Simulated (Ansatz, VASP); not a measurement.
**AlN: VASP beside Ansatz**

```
CELL_PARAMETERS angstrom
0.00000 6.55198 6.55198
6.55198 0.00000 6.55198
6.55198 6.55198 0.00000
ATOMIC_POSITIONS crystal
Al 0.00000 0.00000 0.00000
Al 0.00000 0.00000 0.33333
Al 0.00000 0.00000 0.66667
Al 0.00000 0.33333 0.00000
Al 0.00000 0.33333 0.33333
Al 0.00000 0.33333 0.66667
Al 0.00000 0.66667 0.00000
Al 0.00000 0.66667 0.33333
Al 0.00000 0.66667 0.66667
Al 0.33333 0.00000 0.00000
Al 0.33333 0.00000 0.33333
Al 0.33333 0.00000 0.66667
Al 0.33333 0.33333 0.00000
Al 0.33333 0.33333 0.33333
Al 0.33333 0.33333 0.66667
Al 0.33333 0.66667 0.00000
Al 0.33333 0.66667 0.33333
Al 0.33333 0.66667 0.66667
Al 0.66667 0.00000 0.00000
Al 0.66667 0.00000 0.33333
Al 0.66667 0.00000 0.66667
Al 0.66667 0.33333 0.00000
Al 0.66667 0.33333 0.33333
Al 0.66667 0.33333 0.66667
Al 0.66667 0.66667 0.00000
Al 0.66667 0.66667 0.33333
Al 0.66667 0.66667 0.66667
N 0.25000 0.25000 0.25000
N 0.25000 0.25000 0.58333
N 0.25000 0.25000 0.91667
N 0.25000 0.58333 0.25000
N 0.25000 0.58333 0.58333
N 0.25000 0.58333 0.91667
N 0.25000 0.91667 0.25000
N 0.25000 0.91667 0.58333
N 0.25000 0.91667 0.91667
N 0.58333 0.25000 0.25000
N 0.58333 0.25000 0.58333
N 0.58333 0.25000 0.91667
N 0.58333 0.58333 0.25000
N 0.58333 0.58333 0.58333
N 0.58333 0.58333 0.91667
N 0.58333 0.91667 0.25000
N 0.58333 0.91667 0.58333
N 0.58333 0.91667 0.91667
N 0.91667 0.25000 0.25000
N 0.91667 0.25000 0.58333
N 0.91667 0.25000 0.91667
N 0.91667 0.58333 0.25000
N 0.91667 0.58333 0.58333
N 0.91667 0.58333 0.91667
N 0.91667 0.91667 0.25000
N 0.91667 0.91667 0.58333
N 0.91667 0.91667 0.91667
```

Alike in both runs: task single point; functional PBE; k mesh 2 × 2 × 2; occupations gaussian, width 0.05 eV; no spin polarisation.

|  | VASP | Ansatz |
| --- | --- | --- |
| version | VASP 6.6.1 | Ansatz 0.2.0 |
| potentials or method | VASP PAW PBE potentials, release 64 (Al, N), cutoff 520 eV | scalar-relativistic, plane waves, PAW |
| valence electrons in the cell | 216 | 216 |

|  | VASP | Ansatz | Ansatz less VASP |
| --- | --- | --- | --- |
| gap on the k mesh at the Fermi level (eV) | 3.32 | 3.32 | +0.008 |

Ansatz's warnings: structure snapped to symmetry.
